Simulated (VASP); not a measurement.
# Mn (Im-3m) in VASP: single point with PBE

Aim: the single point of Mn with PBE.

All numbers are computed with VASP 6.6.1; they aren't measurements. Logs are shortened: lines on timing, memory, paths and dates and some standing lists are left out, and cuts for length are marked.

### Step 1. The cell of the first run

Symmetry: Im-3m, No. 229, cubic system. The conventional cell has a = 2.787 Å, b = 2.787 Å, c = 2.787 Å, α = 90.00°, β = 90.00°, γ = 90.00°. Within 3.2 Å of Mn (site symmetry m-3m) lie 14 Mn at 2.41 to 2.79 Å.

This isn't the form of Mn at room conditions, which is a 58-atom cubic cell.

### Step 2. Single point, PBE, collinear spin, ferromagnetic start

Input file INCAR:

```
SYSTEM = Mn
  PREC = Accurate
  ENCUT = 500
  EDIFF = 1E-6
  ISMEAR = 0
  SIGMA = 0.1
  LREAL = .FALSE.
  LASPH = .TRUE.
  NELM = 200
  ALGO = Normal
  ISIF = 2
  LWAVE = .FALSE.
  LCHARG = .TRUE.
  ISPIN = 2
  MAGMOM = 0.76
  LORBIT = 11
  LMAXMIX = 4
  GGA = PE
  LELF = .TRUE.
  LVHAR = .TRUE.
  ISYM = 0
  NBANDS = 16
  GGA_COMPAT = .FALSE.
```

Input file KPOINTS:

```
regular mesh
0
G
  6 9 6
  0 0 0
```

Input file POSCAR:

```
Mn
1.0
   -1.3932737400      1.3932737400      1.3932737400
    1.3932737400     -1.3932737400      1.3932737400
    1.3932737400      1.3932737400     -1.3932737400
Mn
1
Direct
    0.0000000000      0.0000000000      0.0000000000
```

Potentials or basis: VASP PAW PBE potentials, release 64 (Mn_pv).

Launch:

```console
> cat potpaw_PBE.64/Mn_pv/POTCAR > POTCAR
> mpirun -np 1 vasp_std > vasp.out
```

OUTCAR:

```text
SYSTEM = Mn
   PREC = Accurate
   ENCUT = 500
   EDIFF = 1E-6
   ISMEAR = 0
   LREAL = .FALSE.
   LASPH = .TRUE.
   NELM = 200
   ISIF = 2
   ISPIN = 2
   LORBIT = 11
   GGA = PE
   ISYM = 0

 ion  position               nearest neighbor table
   1  0.000  0.000  0.000-

IMPORTANT INFORMATION: All symmetrisations will be switched off!
NOSYMM: (Re-)initialisation of all symmetry stuff for point group C_1.

----------------------------------------------------------------------------------------

                                     Primitive cell

  volume of cell :      10.8186

  direct lattice vectors                    reciprocal lattice vectors
    -1.393273740  1.393273740  1.393273740     0.000000000  0.358867024  0.358867024
     1.393273740 -1.393273740  1.393273740     0.358867024  0.000000000  0.358867024
     1.393273740  1.393273740 -1.393273740     0.358867024  0.358867024  0.000000000

  length of vectors
     2.413220907  2.413220907  2.413220907     0.507514612  0.507514612  0.507514612

  position of ions in fractional coordinates (direct lattice)
     0.000000000  0.000000000  0.000000000

  ion indices of the primitive-cell ions
   primitive index   ion index
                 1           1

----------------------------------------------------------------------------------------

 KPOINTS: regular mesh

Automatic generation of k-mesh.
 Grid dimensions read from file:
 generate k-points for:    6    9    6

 Generating k-lattice:

  Cartesian coordinates                     Fractional coordinates (reciprocal lattice)
     0.000000000  0.059811171  0.059811171     0.166666667  0.000000000  0.000000000
     0.039874114  0.000000000  0.039874114     0.000000000  0.111111111  0.000000000
     0.059811171  0.059811171  0.000000000     0.000000000  0.000000000  0.166666667

  Length of vectors
     0.084585769  0.056390512  0.084585769

  Shift w.r.t. Gamma in fractional coordinates (k-lattice)
     0.000000000  0.000000000  0.000000000

 -----------------------------------------------------------------------------
|                                                                             |
|           W    W    AA    RRRRR   N    N  II  N    N   GGGG   !!!           |
|           W    W   A  A   R    R  NN   N  II  NN   N  G    G  !!!           |
|           W    W  A    A  R    R  N N  N  II  N N  N  G       !!!           |
|           W WW W  AAAAAA  RRRRR   N  N N  II  N  N N  G  GGG   !            |
|           WW  WW  A    A  R   R   N   NN  II  N   NN  G    G                |
|           W    W  A    A  R    R  N    N  II  N    N   GGGG   !!!           |
|                                                                             |
|     Your reciprocal lattice and k-lattice belong to different lattice       |
|     classes:                                                                |
|                                                                             |
|        The reciprocal lattice is face-centered cubic,                       |
|        whereas your k-lattice is base-centered monoclinic.                  |
|                                                                             |
|     Results are often still useful ...                                      |
|                                                                             |
 -----------------------------------------------------------------------------

 WARNING: IBZKPT: internal override: KBLOWUP is changed to .FALSE.
      ... skipping the blow-up phase ...

 Subroutine IBZKPT returns following result:
 ===========================================

 Found    164 irreducible k-points:

 Following reciprocal coordinates:
            Coordinates               Weight
  0.000000  0.000000  0.000000      1.000000
  0.166667  0.000000  0.000000      2.000000
  0.333333  0.000000  0.000000      2.000000
  0.500000  0.000000  0.000000      1.000000
  0.000000  0.111111  0.000000      2.000000
  0.166667  0.111111  0.000000      2.000000
[... 16 lines left out ...]
  0.000000  0.444444  0.000000      2.000000
  0.166667  0.444444  0.000000      2.000000
 [... further k-points ...]
   k-points           NKPTS =    164   k-points in BZ     NKDIM =    164   number of bands    NBANDS=     16
   number of dos      NEDOS =    301   number of ions     NIONS =      1
   total plane-waves  NPLWV =   5832
   dimension x,y,z NGX =    18 NGY =   18 NGZ =   18
   dimension x,y,z NGXF=    36 NGYF=   36 NGZF=   36
   ions per type =               1
   NGX,Y,Z   is equivalent  to a cutoff of  12.40, 12.40, 12.40 a.u.
   NGXF,Y,Z  is equivalent  to a cutoff of  24.80, 24.80, 24.80 a.u.
 SYSTEM =  Mn
   PREC   = accura    normal or accurate (medium, high low for compatibility)
   ISTART =      0    job   : 0-new  1-cont  2-samecut
   ICHARG =      2    charge: 1-file 2-atom 10-const
   ISPIN  =      2    spin polarized calculation?
   LNONCOLLINEAR =      F non collinear calculations
   LSORBIT =      F    spin-orbit coupling
   LASPH  =      T    aspherical Exc in radial PAW
   ENCUT  =  500.0 eV  36.75 Ry    6.06 a.u.   4.40  4.40  4.40*2*pi/ulx,y,z
   NELM   =    200;   NELMIN=  2; NELMDL= -5     # of ELM steps
   EDIFF  = 0.1E-05   stopping-criterion for ELM
   LREAL  =      F    real-space projection
   EDIFFG = 0.1E-04   stopping-criterion for IOM
   NSW    =      0    number of steps for IOM
   IBRION =     -1    ionic relax: 0-MD 1-quasi-New 2-CG
   NFREE  =      0    steps in history (QN), initial steepest desc. (CG)
   ISIF   =      2    stress and relaxation
   ISYM   =      0    0-nonsym 1-usesym 2-fastsym
   POTIM  = 0.5000    time-step for ionic-motion
   TEBEG  =    0.0;   TEEND  =   0.0 temperature during run
   PSTRESS=    0.0 pullay stress
   NELECT =      13.0000    total number of electrons
   NUPDOWN=      -1.0000    fix difference up-down
   EMIN   =  10.00;   EMAX   =-10.00  energy-range for DOS
   EFERMI =   0.00;   METHOD = LEGACY
   ISMEAR =     0;   SIGMA  =   0.10  broadening in eV -4-tet -1-fermi 0-gaus
   EFERMI_NEDOS =   21; number of points for ismear=-14 and -15
   IALGO  =     38    algorithm
   IMIX   =      4    mixing-type and parameters
     AMIX     =   0.40;   BMIX     =  1.00
     AMIX_MAG =   1.60;   BMIX_MAG =  1.00
  volume/ion in A,a.u.               =      10.82        73.01
  Fermi-wavevector in a.u.,A,eV,Ry     =   1.740468  3.289009 41.215184  3.029231
  Thomas-Fermi vector in A             =   2.813112
   LORBIT       =     11    0 simple, 1 ext, 2 COOP (PROOUT), +10 PAW based schemes
   GGA     = PE    functional components
   LHFCALC =     F    Hartree Fock is set to
   AEXX    =    0.0000 exact exchange contribution
   IVDW    =     0    specifies the selected vdW correction
   LEPSILON=     F    determine dielectric tensor
   LRPA    =     F    only Hartree local field effects (RPA)
 spin polarized calculation
 Gauss-broadening in eV      SIGMA  =   0.10
  energy-cutoff  :      500.00
  volume of cell :       10.82
 maximum number of plane-waves:       285
 NGX is ok and might be reduce to    18
   NGX =  9   NGY =  9   NGZ =  9

 number of electron      13.0000003 magnetization       0.8421534

 Free energy of the ion-electron system (eV)
  ---------------------------------------------------
  ext. energy  EPLUGINS =         0.00000000
  ---------------------------------------------------
  free energy    TOTEN  =        -8.85136400 eV

  energy without entropy =       -8.84099098  energy(sigma->0) =       -8.84617749

 E-fermi :  10.7266     XC(G=0): -13.9710

 val. band max:       10.7199757961   @ k =  -0.1667   0.1111   0.3333
 cond. band min:      10.7271389038   @ k =   0.0000   0.2222   0.0000
 fundamental gap:      0.0071631078
 Fermi energy:        10.7266332177

 spin component 1

 k-point     1 :       0.0000    0.0000    0.0000
  band No.  band energies     occupation
      1     -37.6358      1.00000
      2     -37.6265      1.00000
      3     -37.6127      1.00000
      4       2.0641      1.00000
      5       8.8835      1.00000
      6       8.8968      1.00000
[... 8 lines left out ...]
     15      41.5993      0.00000
     16      45.7980      0.00000

 k-point     2 :       0.1667    0.0000    0.0000
  band No.  band energies     occupation
      1     -37.8162      1.00000
      2     -37.6800      1.00000
      3     -37.6299      1.00000
      4       3.2358      1.00000
      5       8.5159      1.00000
      6       8.7711      1.00000
[... 8 lines left out ...]
     15      40.4105      0.00000
     16      41.7945      0.00000

 k-point     3 :       0.3333    0.0000    0.0000
  band No.  band energies     occupation
      1     -38.1844      1.00000
      2     -37.7987      1.00000
      3     -37.6320      1.00000
      4       5.3624      1.00000
      5       7.8111      1.00000
      6       9.0917      1.00000
[... 8 lines left out ...]
     15      41.7592      0.00000
     16      44.3475      0.00000

 k-point     4 :       0.5000    0.0000    0.0000
  band No.  band energies     occupation
      1     -38.3639      1.00000
      2     -37.8574      1.00000
      3     -37.6329      1.00000
      4       5.6088      1.00000
      5       7.4837      1.00000
      6      10.6883      0.70601
[... 8 lines left out ...]
     15      42.0733      0.00000
     16      44.2265      0.00000
[... 324 lines left out ...]
 k-point    22 :      -0.1667    0.3333   -0.0000
  band No.  band energies     occupation
      1     -38.0603      1.00000
      2     -37.7629      1.00000
      3     -37.6720      1.00000
      4       5.1183      1.00000
      5       8.1006      1.00000
      6       8.2184      1.00000
[... 8 lines left out ...]
     15      41.6318      0.00000
     16      44.1163      0.00000

 k-point    23 :       0.0000    0.4444    0.0000
  band No.  band energies     occupation
      1     -38.3297      1.00000
      2     -37.8660      1.00000
      3     -37.6301      1.00000
      4       5.6219      1.00000
      5       7.5093      1.00000
      6      10.5897      0.97357
[... 8 lines left out ...]
     15      42.0063      0.00000
     16      44.4421      0.00000

 k-point    24 :       0.1667    0.4444    0.0000
  band No.  band energies     occupation
      1     -38.2834      1.00000
      2     -37.9361      1.00000
      3     -37.6879      1.00000
      4       6.2418      1.00000
      5       7.5644      1.00000
      6       9.0941      1.00000
[... 8 lines left out ...]
     15      41.9860      0.00000
     16      44.9019      0.00000

 [... further k-points ...]

 spin component 2

 k-point     1 :       0.0000    0.0000    0.0000
  band No.  band energies     occupation
      1     -36.6907      1.00000
      2     -36.6638      1.00000
      3     -36.6618      1.00000
      4       2.1981      1.00000
      5       9.5721      1.00000
      6       9.5842      1.00000
[... 8 lines left out ...]
     15      42.6338      0.00000
     16      46.0717      0.00000

 k-point     2 :       0.1667    0.0000    0.0000
  band No.  band energies     occupation
      1     -36.8679      1.00000
      2     -36.7389      1.00000
      3     -36.6696      1.00000
      4       3.3780      1.00000
      5       9.1795      1.00000
      6       9.4576      1.00000
[... 8 lines left out ...]
     15      40.9162      0.00000
     16      42.9098      0.00000

 k-point     3 :       0.3333    0.0000    0.0000
  band No.  band energies     occupation
      1     -37.2487      1.00000
      2     -36.8609      1.00000
      3     -36.6724      1.00000
      4       5.6757      1.00000
      5       8.4376      1.00000
      6       9.5636      1.00000
[... 8 lines left out ...]
     15      42.9514      0.00000
     16      44.4739      0.00000

 k-point     4 :       0.5000    0.0000    0.0000
  band No.  band energies     occupation
      1     -37.4341      1.00000
      2     -36.9213      1.00000
      3     -36.6735      1.00000
      4       6.1096      1.00000
      5       8.0945      1.00000
      6      11.4554      0.00000
[... 8 lines left out ...]
     15      43.2428      0.00000
     16      44.3541      0.00000
[... 324 lines left out ...]
 k-point    22 :      -0.1667    0.3333   -0.0000
  band No.  band energies     occupation
      1     -37.1179      1.00000
      2     -36.8134      1.00000
      3     -36.7267      1.00000
      4       5.3111      1.00000
      5       8.7557      1.00000
      6       8.8390      1.00000
[... 8 lines left out ...]
     15      42.8218      0.00000
     16      44.3329      0.00000

 k-point    23 :       0.0000    0.4444    0.0000
  band No.  band energies     occupation
      1     -37.4034      1.00000
      2     -36.9014      1.00000
      3     -36.6946      1.00000
      4       6.0930      1.00000
      5       8.1352      1.00000
      6      11.0506      0.00000
[... 8 lines left out ...]
     15      43.1588      0.00000
     16      44.5963      0.00000

 k-point    24 :       0.1667    0.4444    0.0000
  band No.  band energies     occupation
      1     -37.3550      1.00000
      2     -36.9778      1.00000
      3     -36.7511      1.00000
      4       6.7461      1.00000
      5       8.1765      1.00000
      6       9.6217      1.00000
[... 8 lines left out ...]
     15      42.5831      0.00000
     16      45.2010      0.00000

 [... further k-points ...]

------------------------ aborting loop because EDIFF is reached ----------------------------------------

  FORCE on cell =-STRESS in cart. coord.  units (eV):
  Direction    XX          YY          ZZ          XY          YZ          ZX
  --------------------------------------------------------------------------------------
  -------------------------------------------------------------------------------------
  Total        0.1761739      0.1651050      0.1761958      0.0124513      0.0124515     -0.0750239
  in kB       26.0905220     24.4512738     26.0937634      1.8439852      1.8440049    -11.1106838
  external PRESSURE =      25.5451864 kB  Pullay stress =       0.0000000 kB

 VOLUME and BASIS-vectors are now :
 -----------------------------------------------------------------------------
  energy-cutoff  :      500.00
  volume of cell :       10.82
      direct lattice vectors                 reciprocal lattice vectors
    -1.393273740  1.393273740  1.393273740     0.000000000  0.358867024  0.358867024
     1.393273740 -1.393273740  1.393273740     0.358867024  0.000000000  0.358867024
     1.393273740  1.393273740 -1.393273740     0.358867024  0.358867024  0.000000000

 POSITION                                       TOTAL-FORCE (eV/Angst)
 -----------------------------------------------------------------------------------
      0.00000      0.00000      0.00000         0.000000      0.000000     -0.000000
 -----------------------------------------------------------------------------------
    total drift:                                0.000000      0.000000     -0.000000

  FREE ENERGIE OF THE ION-ELECTRON SYSTEM (eV)
  ---------------------------------------------------
  free  energy   TOTEN  =        -8.8513639962 eV

  energy  without entropy=       -8.8409909820  energy(sigma->0) =       -8.84617749

 total charge

# of ion       s       p       d       tot
------------------------------------------
    1        0.415   6.397   5.155  11.967

 magnetization (x)

# of ion       s       p       d       tot
------------------------------------------
    1       -0.004  -0.008   0.850   0.838
```

Wall time 48 s (1 thread of Intel Xeon 6975P-C (Granite Rapids), shared host); peak memory 0.15 GiB.

What came out:

```yaml
Free_energy: -8.8514 eV
Pressure: 2.6 GPa
Net_moment: 0.84 μB per cell
Site_moments: Mn +0.84 μB
Valence_electrons_inside_the_program's_atomic_spheres: Mn 11.97
```

Caveat: the k points lie up to 0.47 Å⁻¹ apart.
